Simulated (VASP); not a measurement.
Input of a VASP 6.6.1 run:

Contents of INCAR:

```
SYSTEM = Si16HC15
ALGO = Normal ; EDIFF = 1E-7
EDIFFG = -0.03 ; ENCUT = 520
GGA = PE ; GGA_COMPAT = .FALSE.
IBRION = 2 ; ISIF = 2
ISMEAR = -1 ; LASPH = .TRUE.
LCHARG = .FALSE. ; LREAL = Auto
LWAVE = .FALSE. ; NELECT = 124.0
NELM = 120 ; NELMIN = 4
NSW = 100 ; PREC = Accurate
SIGMA = 0.01
```

The input KPOINTS:

```
Automatic mesh
0
Gamma
  1 1 1
  0.25 0.25 0.25
```

File POSCAR:

```
Si16HC15
1.0
   -4.3797050000      4.3797050000     -4.3797050000
    4.3797050000      4.3797050000      4.3797050000
    4.3797050000     -4.3797050000     -4.3797050000
Si C H
16 15 1
Direct
    0.0000000000      0.0000000000      0.7500000000
    0.0000000000      0.2500000000      0.5000000000
    0.0000000000      0.5000000000      0.2500000000
    0.0000000000      0.7500000000      0.0000000000
    0.2500000000      0.0000000000      0.5000000000
    0.2500000000      0.2500000000      0.2500000000
    0.2500000000      0.5000000000      0.0000000000
    0.2500000000      0.7500000000      0.7500000000
    0.5000000000      0.0000000000      0.2500000000
    0.5000000000      0.2500000000      0.0000000000
    0.5000000000      0.5000000000      0.7500000000
    0.5000000000      0.7500000000      0.5000000000
    0.7500000000      0.0000000000      0.0000000000
    0.7500000000      0.2500000000      0.7500000000
    0.7500000000      0.5000000000      0.5000000000
    0.7500000000      0.7500000000      0.2500000000
    0.0000000000      0.0000000000      0.0000000000
    0.0000000000      0.2500000000      0.7500000000
    0.0000000000      0.5000000000      0.5000000000
    0.0000000000      0.7500000000      0.2500000000
    0.2500000000      0.0000000000      0.7500000000
    0.2500000000      0.2500000000      0.5000000000
    0.2500000000      0.5000000000      0.2500000000
    0.2500000000      0.7500000000      0.0000000000
    0.5000000000      0.0000000000      0.5000000000
    0.5000000000      0.5000000000      0.0000000000
    0.5000000000      0.7500000000      0.7500000000
    0.7500000000      0.0000000000      0.2500000000
    0.7500000000      0.2500000000      0.0000000000
    0.7500000000      0.5000000000      0.7500000000
    0.7500000000      0.7500000000      0.5000000000
    0.5000000000      0.2500000000      0.2500000000
```

Potentials or basis: VASP PAW PBE potentials, release 64 (Si, C, H).

Command:

```bash
$ cat potpaw_PBE.64/Si/POTCAR potpaw_PBE.64/C/POTCAR potpaw_PBE.64/H/POTCAR > POTCAR
$ mpirun -np 1 vasp_std > vasp.out
```

Q: Estimate the energy gained by relaxing.

A: 12.0 meV/atom.

Step by step:
| step | energy change (eV) | largest force (eV/Å) | pressure (GPa) |
| --- | --- | --- | --- |
| 1 | 0.0000 | 1.5590 | -4.39 |
| 2 | -0.2876 | 0.3673 | -3.70 |
| 3 | -0.2876 | 0.3701 | -3.70 |
| 4 | -0.3754 | 0.1423 | -3.36 |
| 5 | -0.3772 | 0.1321 | -3.29 |
| 6 | -0.3836 | 0.0801 | -3.22 |
| 7 | -0.3845 | 0.0365 | -3.25 |
| 8 | -0.3853 | 0.0165 | -3.24 |

Caveat: the k points lie up to 1.01 Å⁻¹ apart, too coarse for converged energies, forces and pressures; the cell carries a net charge on a neutralising background, which shifts energy and pressure; the cell is charged against a uniform background, so pressure and absolute levels hang on convention.
